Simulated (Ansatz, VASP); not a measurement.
This is a calculation of C for VASP 6.6.1.

File INCAR:

```
PREC = Accurate
ENCUT = 520
EDIFF = 1E-6
ISMEAR = 0
SIGMA = 0.02
LREAL = False
LASPH = True
NELM = 80
ALGO = Normal
ISIF = 2
LWAVE = False
LCHARG = False
NBANDS = 16
```

The input KPOINTS:

```
Automatic mesh
0
Gamma
  12 12 12
```

Contents of POSCAR:

```
C
1.0
    1.2331880975      0.7119814801      8.2826151019
   -1.2331880975      0.7119814801      8.2826151019
    0.0000000000     -1.4239629601      8.2826151019
C
4
Direct
    0.0871730800      0.0871730800      0.0871730800
    0.7538500600      0.7538500600      0.7538500600
    0.2461499400      0.2461499400      0.2461499400
    0.9128269200      0.9128269200      0.9128269200
```

Potentials or basis: VASP PAW LDA potentials, release 64 (C).

The run is started by

```bash
$ cat potpaw_LDA.64/C/POTCAR > POTCAR
$ mpirun -np 1 vasp_std > vasp.out
```

**Question.** Set up the same calculation for Ansatz 0.2.0. Potentials there: all-electron LAPW, scalar-relativistic.

**Answer.** As run (the cutoff follows the program's own potentials):

Contents of input.yaml:

```yaml
crystal:
  lattice:
    - [1.2331880975, 0.7119814801, 8.2826151019]
    - [-1.2331880975, 0.7119814801, 8.2826151019]
    - [0.0, -1.4239629601, 8.2826151019]
  atoms:
    - { symbol: C, position: [0.08717308, 0.08717308, 0.08717308] }
    - { symbol: C, position: [0.75385006, 0.75385006, 0.75385006] }
    - { symbol: C, position: [0.24614994, 0.24614994, 0.24614994] }
    - { symbol: C, position: [0.91282692, 0.91282692, 0.91282692] }
kpoints:
  mp_grid: { grid: [12, 12, 12] }
scf:
  occupations: { method: gaussian, width: 0.02 }
hamiltonian:
  xc: lda
  pseudopotentials: { kind: all_electron, lapw: { basis_error: 0.002 } }
output:
  forces: true
  stress: true
  eigenvalues: true
```

Potentials or basis: all-electron LAPW, scalar-relativistic.

The run is started by

```bash
$ ansatz run input.yaml --threads 2 --pin off --max-ram 6144MiB --backend cpu --events-out ev --progress --plain --runs-dir out
```

Both were run:

|  | VASP | Ansatz | Ansatz less VASP |
| --- | --- | --- | --- |
| gap on the k mesh at the Fermi level (eV) | 0.19 | 0.19 | -0.001 |
| least direct gap on the mesh (eV) | 0.19 | 0.19 | -0.001 |
| pressure (GPa) | -5.5 | -6.1 | -0.62 |
| traceless stress, the component that is largest in VASP (GPa) | 4.43 | 5.14 | +0.705 |
| rms of the force components (eV/Å) | 0.004 | 0.004 | 0.0000 |

LDA's correlation is that of Perdew and Zunger in VASP and of Perdew and Wang (1992) in Ansatz. Atom by atom the forces differ by 0.000 eV/Å (rms over components). Ansatz ran all-electron here, and VASP with PAW potentials.
